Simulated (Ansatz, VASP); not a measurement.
One calculation of Si4HO8, two programs

```
Si O H
1.0
    10.64000    0.00000    0.00000
    -2.66000    4.60726    0.00000
     0.00000    0.00000   18.00000
Si O H
8 16 2
Direct
  0.16750 0.66468 0.65036
  0.16737 0.66576 0.40629
  0.33136 0.32841 0.58933
  0.33295 0.33142 0.40844
  0.66722 0.66741 0.58891
  0.66756 0.66762 0.40902
  0.83692 0.33713 0.58967
  0.83600 0.33607 0.40885
  0.15926 0.65856 0.74097
  0.32704 0.32573 0.49896
  0.25430 0.99704 0.61927
  0.25218 0.00087 0.37641
  0.00041 0.50282 0.62211
  0.00028 0.49967 0.37539
  0.24856 0.49306 0.62024
  0.25115 0.49832 0.37635
  0.66761 0.66769 0.49902
  0.84344 0.34360 0.49931
  0.75149 0.00142 0.61882
  0.75043 0.00153 0.37941
  0.49977 0.50174 0.61827
  0.50063 0.50002 0.37962
  0.74988 0.49874 0.61880
  0.75117 0.50094 0.37939
  0.24948 0.74120 0.76830
  0.16613 0.66435 0.48824
```

Alike in both runs: functional PBE; k mesh 2 × 4 × 1; no spin polarisation.

Ansatz relaxed the structure, and its values are those at the end. VASP's run is a single point on that final structure, the one shown.

|  | VASP | Ansatz |
| --- | --- | --- |
| version | VASP 6.6.1 | Ansatz 0.2.0 |
| potentials or method | VASP PAW PBE potentials, release 64 (Si, O, H) | scalar-relativistic, plane waves, PAW |
| plane-wave cutoff (eV) | 520 | 420 |
| occupations | gaussian, width 0.01 eV | fixed |
| valence electrons in the cell | 130 | 130 |

```csv
,VASP,Ansatz,Ansatz less VASP
gap on the k mesh at the Fermi level (eV),5.59,5.60,+0.007
least direct gap on the mesh (eV),5.59,5.60,+0.007
rms of the force components (eV/Å),0.019,0.002,-0.0169
```

Ansatz's warnings: xc potential rough in thin density.
